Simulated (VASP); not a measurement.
Here is a VASP 6.6.1 calculation.

File INCAR:

```
SYSTEM = NiO
  ALGO = Normal
  EDIFF = 1E-6
  ENCUT = 1340
  GGA = PE
  GGA_COMPAT = .False.
  ISIF = 2
  ISMEAR = -1
  ISPIN = 2
  LASPH = .True.
  LCHARG = .False.
  LMAXMIX = 4
  LORBIT = 11
  LREAL = .False.
  LWAVE = .False.
  MAGMOM = 1 0
  NBANDS = 23
  NELM = 200
  PREC = Accurate
  SIGMA = 0.05
```

Contents of KPOINTS:

```
k-points
0
Gamma
  6 6 6
  0 0 0
```

POSCAR

```
NiO
1.0
    0.0000000000      2.0913095100      2.0913095100
    2.0913095100      0.0000000000      2.0913095100
    2.0913095100      2.0913095100      0.0000000000
Ni O
1 1
Direct
    0.0000000000      0.0000000000      0.0000000000
    0.5000000000      0.5000000000      0.5000000000
```

Potentials or basis: VASP PAW PBE potentials, release 64 (Ni_sv_GW, O_h).

Launch:

```sh
$ cat potpaw_PBE.64/Ni_sv_GW/POTCAR potpaw_PBE.64/O_h/POTCAR > POTCAR
$ mpirun -np 1 vasp_std > vasp.out
```

**Question.** Estimate the net moment.

**Answer.** 1.74 μB per cell.

**Question.** What does it give for the site moments?

**Answer.** Ni +1.44; O +0.20 μB.

**Question.** Predict the pressure.

**Answer.** 3.9 GPa.

Caveat: the k points lie up to 0.43 Å⁻¹ apart; a cell with one magnetic atom can't hold antiferromagnetic order, which such compounds often take.
